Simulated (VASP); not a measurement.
# CdTe (Cmcm) in VASP: notebook

Runs on CdTe. Level: PBEsol. Tasks: electric field gradients.

Program: VASP 6.6.1. These are calculated values, not measurements. Logs are shortened: lines on timing, memory, paths and dates and some standing lists are left out, and cuts for length are marked.

## (1) The cell of the first run

It takes space group Cmcm (No. 63, orthorhombic). Conventional cell: a = 5.947 Å, b = 6.004 Å, c = 6.091 Å, α = 90.00°, β = 90.00°, γ = 90.00°. Cd (site symmetry m2m) has 6 Te at 2.94 to 3.07 Å and 10 Cd at 4.05 to 4.27 Å within 4.3 Å. Te (site symmetry m2m) has 6 Cd at 2.94 to 3.07 Å within 3.9 Å.

## (2) Electric field gradients, PBEsol (equal xx and yy strain of -3 %)

File INCAR:

```
  ALGO = Normal
  EDIFF = 1E-8
  ENCUT = 520
  GGA = PS
  ISIF = 2
  ISMEAR = -1
  LASPH = T
  LCHARG = F
  LEFG = T
  LREAL = F
  LWAVE = F
  NBANDS = 26
  NELM = 80
  PREC = Accurate
  SIGMA = 0.05
```

File KPOINTS:

```
k-points
0
Gamma
  9 9 6
```

File POSCAR:

```
CdTe
1.0
    2.9733322700     -3.0017707300      0.0000000000
    2.9733322700      3.0017707300      0.0000000000
    0.0000000000      0.0000000000      6.0906520000
Cd Te
2 2
Direct
    0.2770300000      0.7229700000      0.7500000000
    0.7229700000      0.2770300000      0.2500000000
    0.7661370000      0.2338630000      0.7500000000
    0.2338630000      0.7661370000      0.2500000000
```

Potentials or basis: VASP PAW PBE potentials, release 64 (Cd, Te).

Run with:

```console
> cat potpaw_PBE.64/Cd/POTCAR potpaw_PBE.64/Te/POTCAR > POTCAR
> mpirun -np 1 vasp_std > vasp.out
```

OUTCAR:

```text
EDIFF = 1E-8
   ENCUT = 520
   GGA = PS
   ISIF = 2
   ISMEAR = -1
   LASPH = T
   LREAL = F
   NELM = 80
   PREC = Accurate

 ion  position               nearest neighbor table
   1  0.277  0.723  0.750-   3 2.94   3 2.97   3 2.97   4 3.06   4 3.06   3 3.07
   2  0.723  0.277  0.250-   4 2.94   4 2.97   4 2.97   3 3.06   3 3.06   4 3.07
   3  0.766  0.234  0.750-   1 2.94   1 2.97   1 2.97   2 3.06   2 3.06   1 3.07
   4  0.234  0.766  0.250-   2 2.94   2 2.97   2 2.97   1 3.06   1 3.06   2 3.07

  LATTYP: Found a base centered orthorhombic cell.
 ALAT       =     5.9466645400
 B/A-ratio  =     1.0095645079
 C/A-ratio  =     1.0242131466

  Lattice vectors:

 A1 = (   2.9733322700,  -3.0017707300,   0.0000000000)
 A2 = (   2.9733322700,   3.0017707300,   0.0000000000)
 A3 = (   0.0000000000,   0.0000000000,   6.0906520000)

Analysis of symmetry for initial positions (statically):
=====================================================================
 Subroutine PRICEL returns:
 Original cell was already a primitive cell.

 Routine SETGRP: Setting up the symmetry group for a
 base centered orthorhombic supercell.

 Subroutine GETGRP returns: Found  8 space group operations
 (whereof  4 operations were pure point group operations)
 out of a pool of  8 trial point group operations.

The static configuration has the point symmetry C_2h.
 The point group associated with its full space group is D_2h.

Analysis of symmetry for dynamics (positions and initial velocities):
=====================================================================
 Subroutine PRICEL returns:
 Original cell was already a primitive cell.

 Routine SETGRP: Setting up the symmetry group for a
 base centered orthorhombic supercell.

 Subroutine GETGRP returns: Found  8 space group operations
 (whereof  4 operations were pure point group operations)
 out of a pool of  8 trial point group operations.

The dynamic configuration has the point symmetry C_2h.
 The point group associated with its full space group is D_2h.

 Subroutine INISYM returns: Found  8 space group operations
 (whereof  4 operations are pure point group operations),
 and found     1 'primitive' translations

----------------------------------------------------------------------------------------

                                     Primitive cell

  volume of cell :     108.7213

  direct lattice vectors                    reciprocal lattice vectors
     2.973332270 -3.001770730  0.000000000     0.168161495 -0.166568351  0.000000000
     2.973332270  3.001770730  0.000000000     0.168161495  0.166568351  0.000000000
     0.000000000  0.000000000  6.090652000     0.000000000  0.000000000  0.164186035

  length of vectors
     4.225083704  4.225083704  6.090652000     0.236692425  0.236692425  0.164186035

  position of ions in fractional coordinates (direct lattice)
     0.277030000  0.722970000  0.750000000
     0.722970000  0.277030000  0.250000000
     0.766137000  0.233863000  0.750000000
     0.233863000  0.766137000  0.250000000

  ion indices of the primitive-cell ions
   primitive index   ion index
                 1           1
                 2           2
                 3           3
                 4           4

----------------------------------------------------------------------------------------

 KPOINTS: k-points

Automatic generation of k-mesh.
 Grid dimensions read from file:
 generate k-points for:    9    9    6

 Generating k-lattice:

  Cartesian coordinates                     Fractional coordinates (reciprocal lattice)
     0.018684611 -0.018507595  0.000000000     0.111111111  0.000000000  0.000000000
     0.018684611  0.018507595  0.000000000     0.000000000  0.111111111  0.000000000
     0.000000000  0.000000000  0.027364339     0.000000000  0.000000000  0.166666667

  Length of vectors
     0.026299158  0.026299158  0.027364339

  Shift w.r.t. Gamma in fractional coordinates (k-lattice)
     0.000000000  0.000000000  0.000000000

 Subroutine IBZKPT returns following result:
 ===========================================

 Found    100 irreducible k-points:

 Following reciprocal coordinates:
            Coordinates               Weight
  0.000000  0.000000  0.000000      1.000000
  0.111111  0.000000  0.000000      4.000000
  0.222222  0.000000  0.000000      4.000000
  0.333333  0.000000  0.000000      4.000000
  0.444444  0.000000  0.000000      4.000000
  0.111111  0.111111  0.000000      2.000000
[... 16 lines left out ...]
 -0.333333  0.333333  0.000000      2.000000
  0.444444  0.444444  0.000000      2.000000
 [... further k-points ...]
   k-points           NKPTS =    100   k-points in BZ     NKDIM =    100   number of bands    NBANDS=     26
   number of dos      NEDOS =    301   number of ions     NIONS =      4
   total plane-waves  NPLWV =  49152
   dimension x,y,z NGX =    32 NGY =   32 NGZ =   48
   dimension x,y,z NGXF=    64 NGYF=   64 NGZF=   96
   ions per type =               2   2
   NGX,Y,Z   is equivalent  to a cutoff of  12.59, 12.59, 13.10 a.u.
   NGXF,Y,Z  is equivalent  to a cutoff of  25.18, 25.18, 26.20 a.u.
 SYSTEM =  unknown system
   PREC   = accura    normal or accurate (medium, high low for compatibility)
   ISTART =      0    job   : 0-new  1-cont  2-samecut
   ICHARG =      2    charge: 1-file 2-atom 10-const
   ISPIN  =      1    spin polarized calculation?
   LNONCOLLINEAR =      F non collinear calculations
   LSORBIT =      F    spin-orbit coupling
   LASPH  =      T    aspherical Exc in radial PAW
   ENCUT  =  520.0 eV  38.22 Ry    6.18 a.u.   7.86  7.86 11.32*2*pi/ulx,y,z
   NELM   =     80;   NELMIN=  2; NELMDL= -5     # of ELM steps
   EDIFF  = 0.1E-07   stopping-criterion for ELM
   LREAL  =      F    real-space projection
   EDIFFG = 0.1E-06   stopping-criterion for IOM
   NSW    =      0    number of steps for IOM
   IBRION =     -1    ionic relax: 0-MD 1-quasi-New 2-CG
   NFREE  =      0    steps in history (QN), initial steepest desc. (CG)
   ISIF   =      2    stress and relaxation
   ISYM   =      2    0-nonsym 1-usesym 2-fastsym
   POTIM  = 0.5000    time-step for ionic-motion
   TEBEG  =    0.0;   TEEND  =   0.0 temperature during run
   PSTRESS=    0.0 pullay stress
   NELECT =      36.0000    total number of electrons
   NUPDOWN=      -1.0000    fix difference up-down
   EMIN   =  10.00;   EMAX   =-10.00  energy-range for DOS
   EFERMI =   0.00;   METHOD = LEGACY
   ISMEAR =    -1;   SIGMA  =   0.05  broadening in eV -4-tet -1-fermi 0-gaus
   EFERMI_NEDOS =   21; number of points for ismear=-14 and -15
   IALGO  =     38    algorithm
   IMIX   =      4    mixing-type and parameters
     AMIX     =   0.40;   BMIX     =  1.00
     AMIX_MAG =   1.60;   BMIX_MAG =  1.00
  volume/ion in A,a.u.               =      27.18       183.42
  Fermi-wavevector in a.u.,A,eV,Ry     =   1.132585  2.140275 17.452852  1.282748
  Thomas-Fermi vector in A             =   2.269286
   LORBIT       =      0    0 simple, 1 ext, 2 COOP (PROOUT), +10 PAW based schemes
   GGA     = PS    functional components
   LHFCALC =     F    Hartree Fock is set to
   AEXX    =    0.0000 exact exchange contribution
   IVDW    =     0    specifies the selected vdW correction
   LEPSILON=     F    determine dielectric tensor
   LRPA    =     F    only Hartree local field effects (RPA)
 non-spin polarized calculation
  energy-cutoff  :      520.00
  volume of cell :      108.72
 maximum number of plane-waves:      2951
   NGX = 15   NGY = 15   NGZ = 23

 number of electron      35.9999994 magnetization

 Free energy of the ion-electron system (eV)
  ---------------------------------------------------
  ext. energy  EPLUGINS =         0.00000000
  ---------------------------------------------------
  free energy    TOTEN  =       -10.47694595 eV

  energy without entropy =      -10.46306599  energy(sigma->0) =      -10.47000597

 E-fermi :   4.2464     XC(G=0): -10.0980

 val. band max:        4.2383176789   @ k =   0.0000   0.0000   0.3333
 cond. band min:       4.2537813089   @ k =  -0.3333   0.3333   0.0000
 fundamental gap:      0.0154636300
 Fermi energy:         4.2463797947

 k-point     1 :       0.0000    0.0000    0.0000
  band No.  band energies     occupation
      1      -7.6530      2.00000
      2      -6.7386      2.00000
      3      -4.1367      2.00000
      4      -4.1029      2.00000
      5      -4.0709      2.00000
      6      -4.0663      2.00000
[... 685 lines left out ...]
     25      13.4976      0.00000
     26      13.7215      0.00000

 [... further k-points ...]
[... 5 lines left out ...]
  --------------------------------------------------------------------------------------
  -------------------------------------------------------------------------------------
  Total        0.3209721      0.1244416     -0.6765836      0.0000000     -0.0000000      0.0000000
  in kB        4.7300221      1.8338402     -9.9705079      0.0000000     -0.0000000      0.0000000
  external PRESSURE =      -1.1355485 kB  Pullay stress =       0.0000000 kB

 VOLUME and BASIS-vectors are now :
 -----------------------------------------------------------------------------
  energy-cutoff  :      520.00
  volume of cell :      108.72
      direct lattice vectors                 reciprocal lattice vectors
     2.973332270 -3.001770730  0.000000000     0.168161495 -0.166568351  0.000000000
     2.973332270  3.001770730  0.000000000     0.168161495  0.166568351  0.000000000
     0.000000000  0.000000000  6.090652000     0.000000000  0.000000000  0.164186035

 POSITION                                       TOTAL-FORCE (eV/Angst)
 -----------------------------------------------------------------------------------
      2.97333      1.33861      4.56799         0.000000      0.109676      0.000000
      2.97333     -1.33861      1.52266         0.000000     -0.109676      0.000000
      2.97333     -1.59776      4.56799         0.000000     -0.017854     -0.000000
      2.97333      1.59776      1.52266         0.000000      0.017854     -0.000000
 -----------------------------------------------------------------------------------
    total drift:                                0.000000      0.000000      0.000000

  FREE ENERGIE OF THE ION-ELECTRON SYSTEM (eV)
  ---------------------------------------------------
  free  energy   TOTEN  =       -10.4769459502 eV

  energy  without entropy=      -10.4630659937  energy(sigma->0) =      -10.47000597

 Electric field gradients (V/A^2)
---------------------------------------------------------------------
 ion       V_xx      V_yy      V_zz      V_xy      V_xz      V_yz
---------------------------------------------------------------------
   1     -11.075    -4.249    15.324     0.000    -0.000     0.000
   2     -11.075    -4.249    15.324     0.000    -0.000     0.000
   3      28.930    17.194   -46.124     0.000     0.000     0.000
   4      28.930    17.194   -46.124    -0.000     0.000    -0.000
---------------------------------------------------------------------

 Electric field gradients after diagonalization (V/A^2)
 (convention: |V_zz| > |V_xx| > |V_yy|)
----------------------------------------------------------------------
 ion       V_xx      V_yy      V_zz     asymmetry (V_yy - V_xx)/ V_zz
----------------------------------------------------------------------
   1     -11.075    -4.249    15.324       0.445
   2     -11.075    -4.249    15.324       0.445
   3      28.930    17.194   -46.124       0.254
   4      28.930    17.194   -46.124       0.254
----------------------------------------------------------------------

           NMR quadrupolar parameters

 Cq : quadrupolar parameter    Cq=e*Q*V_zz/h
 eta: asymmetry parameters     (V_yy - V_xx)/ V_zz
 Q  : nuclear electric quadrupole moment in mb (millibarn)
----------------------------------------------------------------------
 ion       Cq(MHz)       eta       Q (mb)
----------------------------------------------------------------------
   1       0.037       0.445       1.000
   2       0.037       0.445       1.000
   3      -0.112       0.254       1.000
   4      -0.112       0.254       1.000
----------------------------------------------------------------------
```

It took 1.9 min on 1 thread of Intel Xeon 6975P-C (Granite Rapids), shared host; peak memory 0.38 GiB.

What came out:

```
Free energy                             : -10.4769 eV
Pressure                                : -0.1 GPa
Largest force                           : 0.110 eV/Å
Band gap on the k mesh                  : zero (bands 18 and 19 overlap by 1.34 eV)
Largest electric field gradient by atom : Cd +15.3; Te -46.1 V/Å²
```

Forces in eV/Å, atoms in the order of the input:
```
Cd   0.000  0.110  0.000
Cd   0.000 -0.110  0.000
Te   0.000 -0.018  0.000
Te   0.000  0.018  0.000
```

Levels at points of the mesh, in eV from the Fermi level:
```
           k point  band 16  band 17  band 18  band 19  band 20  band 21
(0.00, 0.00, 0.00)    -1.27    -0.59    -0.47    -0.33     0.48     4.18
(0.00, 0.00, 0.50)    -1.44    -1.38    -1.38     1.40     1.40     4.96
```

Electric field gradients, principal values (V/Å²):
```tsv
atom	least	middle	greatest (by size)
1 Cd	-4.249	-11.075	15.324
2 Cd	-4.249	-11.075	15.324
3 Te	17.194	28.930	-46.124
4 Te	17.194	28.930	-46.124
```

Caveat: the cell differs from its parent crystal (equal xx and yy strain of -3 %); without QUAD_EFG the Cq values of the log hold for a quadrupole moment of 1 mb, not for the nuclei; the PAW data sets were made with another functional, which shifts forces and pressure a little; spin-orbit coupling is left out, which moves the levels of the heavy elements.

[end of part 1 of 3]
